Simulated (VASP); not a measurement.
# Be2C (Fm-3m) in VASP: further runs

The runs below take Be2C through single point, with PBE, r2SCAN, HSE06.

All numbers are computed with VASP 6.6.1; they aren't measurements. Logs are shortened: lines on timing, memory, paths and dates and some standing lists are left out, and cuts for length are marked.

### 1 The cell of the first run

Symmetry: Fm-3m, No. 225, cubic system. Conventional cell: a = 4.321 Å, b = 4.321 Å, c = 4.321 Å, α = 90.00°, β = 90.00°, γ = 90.00°. C (site symmetry m-3m) has 8 Be at 1.87 Å within 2.5 Å. Within 2.5 Å of Be (site symmetry -43m) lie 4 C at 1.87 Å and 6 Be at 2.16 Å.

### 2 Single point, PBE

Contents of INCAR:

```
PREC     = Accurate       # precision mode
ENCUT    = 600            # plane-wave cutoff, eV
EDIFF    = 1E-6           # SCF threshold, eV
ISMEAR   = 0              # smearing method
SIGMA    = 0.01           # smearing width, eV
LREAL    = F              # projectors in reciprocal space
LASPH    = T              # aspherical terms in the spheres
NELM     = 120            # most SCF steps
ALGO     = Normal         # electronic algorithm
ISIF     = 2              # what is computed and relaxed
LWAVE    = F              # write WAVECAR
LCHARG   = F              # write CHGCAR
GGA      = PE             # functional
NBANDS   = 11             # bands
GGA_COMPAT= F
```

Contents of KPOINTS:

```
regular mesh
0
Gamma
  8 8 8
```

Contents of POSCAR:

```
Be2C
1.0
    0.0000000000      2.1604856482      2.1604856482
    2.1604856482      0.0000000000      2.1604856482
    2.1604856482      2.1604856482      0.0000000000
C Be
1 2
Direct
    0.0000000000      0.0000000000      0.0000000000
    0.2500000000      0.2500000000      0.2500000000
    0.7500000000      0.7500000000      0.7500000000
```

Potentials or basis: VASP PAW PBE potentials, release 64 (C, Be).

On the command line:

```sh
$ cat potpaw_PBE.64/C/POTCAR potpaw_PBE.64/Be/POTCAR > POTCAR
$ mpirun -np 1 vasp_std > vasp.out
```

OUTCAR:

```text
PREC = Accurate
   ENCUT = 600
   EDIFF = 1E-6
   ISMEAR = 0
   LREAL = F
   LASPH = T
   NELM = 120
   ISIF = 2
   GGA = PE

 ion  position               nearest neighbor table
   1  0.000  0.000  0.000-   3 1.87   3 1.87   3 1.87   2 1.87   3 1.87   2 1.87   2 1.87   2 1.87

   2  0.250  0.250  0.250-   1 1.87   1 1.87   1 1.87   1 1.87   3 2.16   3 2.16   3 2.16   3 2.16
                             3 2.16   3 2.16
   3  0.750  0.750  0.750-   1 1.87   1 1.87   1 1.87   1 1.87   2 2.16   2 2.16   2 2.16   2 2.16
                             2 2.16   2 2.16

  LATTYP: Found a face centered cubic cell.
 ALAT       =     4.3209712964

  Lattice vectors:

 A1 = (   0.0000000000,   2.1604856482,   2.1604856482)
 A2 = (   2.1604856482,   0.0000000000,   2.1604856482)
 A3 = (   2.1604856482,   2.1604856482,   0.0000000000)

Analysis of symmetry for initial positions (statically):
=====================================================================
 Subroutine PRICEL returns:
 Original cell was already a primitive cell.

 Routine SETGRP: Setting up the symmetry group for a
 face centered cubic supercell.

 Subroutine GETGRP returns: Found 48 space group operations
 (whereof 48 operations were pure point group operations)
 out of a pool of 48 trial point group operations.

The static configuration has the point symmetry O_h .

Analysis of symmetry for dynamics (positions and initial velocities):
=====================================================================
 Subroutine PRICEL returns:
 Original cell was already a primitive cell.

 Routine SETGRP: Setting up the symmetry group for a
 face centered cubic supercell.

 Subroutine GETGRP returns: Found 48 space group operations
 (whereof 48 operations were pure point group operations)
 out of a pool of 48 trial point group operations.

The dynamic configuration has the point symmetry O_h .

 Subroutine INISYM returns: Found 48 space group operations
 (whereof 48 operations are pure point group operations),
 and found     1 'primitive' translations

----------------------------------------------------------------------------------------

                                     Primitive cell

  volume of cell :      20.1690

  direct lattice vectors                    reciprocal lattice vectors
     0.000000000  2.160485648  2.160485648    -0.231429448  0.231429448  0.231429448
     2.160485648  0.000000000  2.160485648     0.231429448 -0.231429448  0.231429448
     2.160485648  2.160485648  0.000000000     0.231429448  0.231429448 -0.231429448

  length of vectors
     3.055388105  3.055388105  3.055388105     0.400847562  0.400847562  0.400847562

  position of ions in fractional coordinates (direct lattice)
     0.000000000  0.000000000  0.000000000
     0.250000000  0.250000000  0.250000000
     0.750000000  0.750000000  0.750000000

  ion indices of the primitive-cell ions
   primitive index   ion index
                 1           1
                 2           2
                 3           3

----------------------------------------------------------------------------------------

 KPOINTS: regular mesh

Automatic generation of k-mesh.
 Grid dimensions read from file:
 generate k-points for:    8    8    8

 Generating k-lattice:

  Cartesian coordinates                     Fractional coordinates (reciprocal lattice)
    -0.028928681  0.028928681  0.028928681     0.125000000  0.000000000  0.000000000
     0.028928681 -0.028928681  0.028928681     0.000000000  0.125000000  0.000000000
     0.028928681  0.028928681 -0.028928681     0.000000000  0.000000000  0.125000000

  Length of vectors
     0.050105945  0.050105945  0.050105945

  Shift w.r.t. Gamma in fractional coordinates (k-lattice)
     0.000000000  0.000000000  0.000000000

 Subroutine IBZKPT returns following result:
 ===========================================

 Found     29 irreducible k-points:

 Following reciprocal coordinates:
            Coordinates               Weight
  0.000000  0.000000  0.000000      1.000000
  0.125000  0.000000  0.000000      8.000000
  0.250000  0.000000  0.000000      8.000000
  0.375000  0.000000  0.000000      8.000000
  0.500000  0.000000  0.000000      4.000000
  0.125000  0.125000  0.000000      6.000000
[... 16 lines left out ...]
  0.500000  0.250000  0.125000     48.000000
 -0.375000  0.250000  0.125000     24.000000
 [... further k-points ...]
   k-points           NKPTS =     29   k-points in BZ     NKDIM =     29   number of bands    NBANDS=     11
   number of dos      NEDOS =    301   number of ions     NIONS =      3
   total plane-waves  NPLWV =  13824
   dimension x,y,z NGX =    24 NGY =   24 NGZ =   24
   dimension x,y,z NGXF=    48 NGYF=   48 NGZF=   48
   ions per type =               1   2
   NGX,Y,Z   is equivalent  to a cutoff of  13.06, 13.06, 13.06 a.u.
   NGXF,Y,Z  is equivalent  to a cutoff of  26.12, 26.12, 26.12 a.u.
 SYSTEM =  unknown system
   PREC   = accura    normal or accurate (medium, high low for compatibility)
   ISTART =      0    job   : 0-new  1-cont  2-samecut
   ICHARG =      2    charge: 1-file 2-atom 10-const
   ISPIN  =      1    spin polarized calculation?
   LNONCOLLINEAR =      F non collinear calculations
   LSORBIT =      F    spin-orbit coupling
   LASPH  =      T    aspherical Exc in radial PAW
   ENCUT  =  600.0 eV  44.10 Ry    6.64 a.u.   6.10  6.10  6.10*2*pi/ulx,y,z
   NELM   =    120;   NELMIN=  2; NELMDL= -5     # of ELM steps
   EDIFF  = 0.1E-05   stopping-criterion for ELM
   LREAL  =      F    real-space projection
   EDIFFG = 0.1E-04   stopping-criterion for IOM
   NSW    =      0    number of steps for IOM
   IBRION =     -1    ionic relax: 0-MD 1-quasi-New 2-CG
   NFREE  =      0    steps in history (QN), initial steepest desc. (CG)
   ISIF   =      2    stress and relaxation
   ISYM   =      2    0-nonsym 1-usesym 2-fastsym
   POTIM  = 0.5000    time-step for ionic-motion
   TEBEG  =    0.0;   TEEND  =   0.0 temperature during run
   PSTRESS=    0.0 pullay stress
   NELECT =       8.0000    total number of electrons
   NUPDOWN=      -1.0000    fix difference up-down
   EMIN   =  10.00;   EMAX   =-10.00  energy-range for DOS
   EFERMI =   0.00;   METHOD = LEGACY
   ISMEAR =     0;   SIGMA  =   0.01  broadening in eV -4-tet -1-fermi 0-gaus
   EFERMI_NEDOS =   21; number of points for ismear=-14 and -15
   IALGO  =     38    algorithm
   IMIX   =      4    mixing-type and parameters
     AMIX     =   0.40;   BMIX     =  1.00
     AMIX_MAG =   1.60;   BMIX_MAG =  1.00
  volume/ion in A,a.u.               =       6.72        45.37
  Fermi-wavevector in a.u.,A,eV,Ry     =   1.202846  2.273050 19.685440  1.446839
  Thomas-Fermi vector in A             =   2.338616
   LORBIT       =      0    0 simple, 1 ext, 2 COOP (PROOUT), +10 PAW based schemes
   GGA     = PE    functional components
   LHFCALC =     F    Hartree Fock is set to
   AEXX    =    0.0000 exact exchange contribution
   IVDW    =     0    specifies the selected vdW correction
   LEPSILON=     F    determine dielectric tensor
   LRPA    =     F    only Hartree local field effects (RPA)
 non-spin polarized calculation
 Gauss-broadening in eV      SIGMA  =   0.01
  energy-cutoff  :      600.00
  volume of cell :       20.17
 maximum number of plane-waves:       692
   NGX = 13   NGY = 13   NGZ = 13

 number of electron       8.0000000 magnetization

 Free energy of the ion-electron system (eV)
  ---------------------------------------------------
  ext. energy  EPLUGINS =         0.00000000
  ---------------------------------------------------
  free energy    TOTEN  =       -17.45587296 eV

  energy without entropy =      -17.45587296  energy(sigma->0) =      -17.45587296

 E-fermi :   7.8798     XC(G=0): -11.4608

 val. band max:        7.7846634229   @ k =   0.0000   0.0000   0.0000
 cond. band min:       8.9444953704   @ k =   0.5000   0.5000   0.0000
 fundamental gap:      1.1598319476
 Fermi energy:         7.8797954334

 k-point     1 :       0.0000    0.0000    0.0000
  band No.  band energies     occupation
      1      -7.2970      2.00000
      2       7.7847      2.00000
      3       7.7847      2.00000
      4       7.7847      2.00000
      5      11.9233      0.00000
      6      11.9233      0.00000
      7      11.9233      0.00000
      8      14.5983      0.00000
      9      20.9980      0.00000
     10      20.9980      0.00000
     11      20.9980      0.00000

 k-point     2 :       0.1250    0.0000    0.0000
  band No.  band energies     occupation
      1      -7.0473      2.00000
      2       5.8984      2.00000
      3       7.3387      2.00000
      4       7.3387      2.00000
      5      12.5691      0.00000
      6      12.5691      0.00000
      7      13.0321      0.00000
      8      15.1848      0.00000
      9      19.6110      0.00000
     10      19.6110      0.00000
     11      21.6022      0.00000

 k-point     3 :       0.2500    0.0000    0.0000
  band No.  band energies     occupation
      1      -6.3151      2.00000
      2       2.9369      2.00000
      3       6.6128      2.00000
      4       6.6128      2.00000
      5      13.2831      0.00000
      6      13.2831      0.00000
      7      14.0017      0.00000
      8      16.4460      0.00000
      9      19.1073      0.00000
     10      19.1073      0.00000
     11      23.1189      0.00000
[... 267 lines left out ...]
 k-point    23 :       0.5000    0.2500    0.1250
  band No.  band energies     occupation
      1      -4.6611      2.00000
      2       0.8251      2.00000
      3       3.5794      2.00000
      4       4.9244      2.00000
      5      13.0043      0.00000
      6      14.6095      0.00000
      7      15.9459      0.00000
      8      17.6354      0.00000
      9      20.0519      0.00000
     10      22.7049      0.00000
     11      25.0996      0.00000

 k-point    24 :      -0.3750    0.2500    0.1250
  band No.  band energies     occupation
      1      -3.9627      2.00000
      2      -0.2882      2.00000
      3       3.6510      2.00000
      4       4.3794      2.00000
      5      12.9548      0.00000
      6      14.4043      0.00000
      7      17.6119      0.00000
      8      18.4575      0.00000
      9      19.9264      0.00000
     10      21.5418      0.00000
     11      25.2490      0.00000

 [... further k-points ...]

------------------------ aborting loop because EDIFF is reached ----------------------------------------

  FORCE on cell =-STRESS in cart. coord.  units (eV):
  Direction    XX          YY          ZZ          XY          YZ          ZX
  --------------------------------------------------------------------------------------
  -------------------------------------------------------------------------------------
  Total        0.1651002      0.1651002      0.1651002     -0.0000000      0.0000000      0.0000000
  in kB       13.1151735     13.1151735     13.1151735     -0.0000000      0.0000000      0.0000000
  external PRESSURE =      13.1151735 kB  Pullay stress =       0.0000000 kB

 VOLUME and BASIS-vectors are now :
 -----------------------------------------------------------------------------
  energy-cutoff  :      600.00
  volume of cell :       20.17
      direct lattice vectors                 reciprocal lattice vectors
     0.000000000  2.160485648  2.160485648    -0.231429448  0.231429448  0.231429448
     2.160485648  0.000000000  2.160485648     0.231429448 -0.231429448  0.231429448
     2.160485648  2.160485648  0.000000000     0.231429448  0.231429448 -0.231429448

 POSITION                                       TOTAL-FORCE (eV/Angst)
 -----------------------------------------------------------------------------------
      0.00000      0.00000      0.00000         0.000000     -0.000000      0.000000
      1.08024      1.08024      1.08024        -0.000000      0.000000      0.000000
      3.24073      3.24073      3.24073         0.000000     -0.000000     -0.000000
 -----------------------------------------------------------------------------------
    total drift:                               -0.000000     -0.000000      0.000000

  FREE ENERGIE OF THE ION-ELECTRON SYSTEM (eV)
  ---------------------------------------------------
  free  energy   TOTEN  =       -17.4558729577 eV

  energy  without entropy=      -17.4558729577  energy(sigma->0) =      -17.45587296
```

Run time: 3.9 s. Hardware: 1 thread of Intel Xeon Platinum 8488C (Sapphire Rapids), shared host; peak memory 0.13 GiB.

What came out:

* Free energy: -17.4559 eV
* Pressure: 1.3 GPa
* Band gap on the k mesh: 1.16 eV, indirect (least direct gap 4.14 eV)

### 3 Single point, r2SCAN

POSCAR is that of step 2.

Contents of INCAR.step1:

```
  PREC = Accurate
  ENCUT = 660
  ISMEAR = 0
  SIGMA = 0.01
  LREAL = False
  LASPH = True
  NELM = 120
  NBANDS = 11
  GGA = PE
  ALGO = Normal
  EDIFF = 1E-5
  LWAVE = True
  LCHARG = False
  GGA_COMPAT = False
```

Contents of INCAR.step2:

```
  PREC = Accurate
  ENCUT = 660
  EDIFF = 1E-6
  ISMEAR = 0
  SIGMA = 0.01
  LREAL = False
  LASPH = True
  NELM = 120
  ALGO = Normal
  ISIF = 2
  LWAVE = False
  LCHARG = False
  METAGGA = R2SCAN
  LMIXTAU = True
  NBANDS = 11
  ISTART = 1
  GGA_COMPAT = False
```

Contents of KPOINTS:

```
Automatic mesh
0
Gamma
  6 6 6
```

Potentials or basis: VASP PAW PBE potentials, release 64 (C, Be).

On the command line:

```sh
$ cat potpaw_PBE.64/C/POTCAR potpaw_PBE.64/Be/POTCAR > POTCAR
$ cp INCAR.step1 INCAR
$ mpirun -np 1 vasp_std > vasp.out
$ cp INCAR.step2 INCAR
$ mpirun -np 1 vasp_std > vasp.out
```

Wall time 19 s (1 thread of Intel Xeon Platinum 8488C (Sapphire Rapids), shared host); peak memory 0.15 GiB.

Results (log left out):

| Item | Value |
| --- | --- |
| Free energy | -19.4702 eV |
| Pressure | 0.8 GPa |
| Band gap on the k mesh | 1.52 eV, indirect (least direct gap 4.63 eV) |

Levels at points of the mesh, in eV from the valence-band top:
```
           k point  band 1  band 2  band 3  band 4  band 5  band 6  band 7  band 8  band 9
(0.00, 0.00, 0.00)  -15.98    0.00    0.00    0.00    4.63    4.63    4.63    7.46   14.42
(0.50, 0.00, 0.00)  -13.01   -9.11   -1.91   -1.91    5.54    5.54    7.62   10.83   15.76
(0.50, 0.50, 0.00)  -12.19   -7.15   -4.93   -4.93    1.52    6.21   14.46   14.46   16.66
```

Caveat: the PAW data sets were made with another functional, which shifts forces and pressure a little. r2SCAN opens gaps a little over a GGA but as a rule still falls short of measured ones.

### 4 Single point, HSE06

POSCAR is that of step 3.

Contents of INCAR.step1:

```
SYSTEM = Be2C
PREC = Accurate ; ENCUT = 520
EDIFF = 1E-5 ; ISMEAR = 0
SIGMA = 0.01 ; LREAL = .False.
LASPH = .True. ; NELM = 120
ALGO = Normal ; ISIF = 2
LWAVE = .True. ; LCHARG = .False.
GGA = PE ; NBANDS = 11
GGA_COMPAT = .False.
```

Contents of INCAR.step2:

```
SYSTEM = Be2C
PREC = Accurate ; ENCUT = 520
EDIFF = 1E-6 ; ISMEAR = 0
SIGMA = 0.01 ; LREAL = .False.
LASPH = .True. ; NELM = 120
ALGO = Normal ; ISIF = 2
LWAVE = .False. ; LCHARG = .False.
GGA = PE ; LHFCALC = .True.
HFSCREEN = 0.2079 ; PRECFOCK = Normal
ISTART = 1 ; NBANDS = 11
GGA_COMPAT = .False.
```

Contents of KPOINTS:

```
Automatic mesh
0
Gamma
  6 6 6
  0 0 0
```

On the command line:

```sh
$ cat potpaw_PBE.64/C/POTCAR potpaw_PBE.64/Be/POTCAR > POTCAR
$ cp INCAR.step1 INCAR
$ mpirun -np 1 vasp_std > vasp.out
$ cp INCAR.step2 INCAR
$ mpirun -np 1 vasp_std > vasp.out
```

It took 4.4 min on 1 thread of Intel Xeon Platinum 8488C (Sapphire Rapids), shared host; peak memory 0.24 GiB.

It converged, with:

| Item | Value |
| --- | --- |
| Free energy | -19.0742 eV |
| Pressure | -1.9 GPa |
| Band gap on the k mesh | 1.90 eV, indirect (least direct gap 5.13 eV) |

Levels at points of the mesh, in eV from the valence-band top:
| k point | band 2 | band 3 | band 4 | band 5 | band 6 | band 7 |
| --- | --- | --- | --- | --- | --- | --- |
| (0.00, 0.00, 0.00) | 0.00 | 0.00 | 0.00 | 5.13 | 5.13 | 5.13 |
| (0.50, 0.00, 0.00) | -9.67 | -2.03 | -2.03 | 6.03 | 6.03 | 8.29 |
| (0.50, 0.50, 0.00) | -7.57 | -5.22 | -5.22 | 1.90 | 6.78 | 15.11 |

Caveat: the PAW data sets were made with another functional, which shifts forces and pressure a little.

### 5 Overview

| level | k mesh | cutoff (eV) | grid for exact exchange (PRECFOCK) | screening parameter | gap on the mesh (eV) | pressure (GPa) |
| --- | --- | --- | --- | --- | --- | --- |
| PBE | 8 × 8 × 8 | 600 | - | - | 1.16 | 1.3 |
| r2SCAN | 6 × 6 × 6 | 660 | - | - | 1.52 | 0.8 |
| HSE06 | 6 × 6 × 6 | 520 | Normal | 0.2079 1/Å | 1.90 | -1.9 |

Alike in all rows: task single point; potentials or basis VASP PAW PBE potentials, release 64 (C, Be); no spin polarisation; cell as given; smearing gaussian 0.01 eV.

On the cell as given the gap runs from 1.16 eV (PBE) to 1.90 eV (HSE06); the meshes differ, which moves gaps too. The pressure there spans -1.9 GPa (HSE06) to 1.3 GPa (PBE); a positive pressure means that this level wants a larger cell, a negative one a smaller.

Caveats: the PAW data sets were made with another functional, which shifts forces and pressure a little (some runs).

Absolute energies hang on the potentials; compare differences alone.
